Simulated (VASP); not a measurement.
A run of VASP 6.6.1 is set up as follows.

File INCAR:

```
  ALGO = Normal
  DIPOL = 0.5 0.5 0.373
  EDIFF = 1E-7
  ENCUT = 520
  GGA = CA
  IDIPOL = 3
  ISIF = 2
  ISMEAR = 0
  LASPH = T
  LCHARG = F
  LDIPOL = T
  LREAL = F
  LWAVE = F
  NBANDS = 38
  NELM = 100
  PREC = Accurate
  SIGMA = 0.1
```

Contents of KPOINTS:

```
k-points
0
Gamma
  12 12 1
```

File POSCAR:

```
Ru4C
1.0
    2.6740588508      0.0000000000      0.0000000000
   -1.3370294254      2.3158028960      0.0000000000
    0.0000000000      0.0000000000     21.7622039047
Ru C
4 1
Direct
    0.6666666667      0.3333333333      0.1838049132
    0.3333333333      0.6666666667      0.2809173428
    0.6666666667      0.3333333333      0.3776317450
    0.3333333333      0.6666666667      0.4715608745
    0.3333333333      0.6666666667      0.5505854550
```

Potentials or basis: VASP PAW LDA potentials, release 64 (Ru_pv, C).

Launch:

```console
$ cat potpaw_LDA.64/Ru_pv/POTCAR potpaw_LDA.64/C/POTCAR > POTCAR
$ mpirun -np 1 vasp_std > vasp.out
```

Problem. What does it give for the band gap on the k mesh?

Solution. Zero (band 30 reaches 3.14 eV, above the bottom of band 31 at 1.00 eV).

Problem. Estimate the largest force.

Solution. 2.562 eV/Å.

Forces on the atoms (eV/Å):
```
Ru   0.000  0.000  0.922
Ru   0.000  0.000 -0.762
Ru   0.000  0.000 -2.562
Ru   0.000  0.000  2.060
C    0.000  0.000  0.343
```
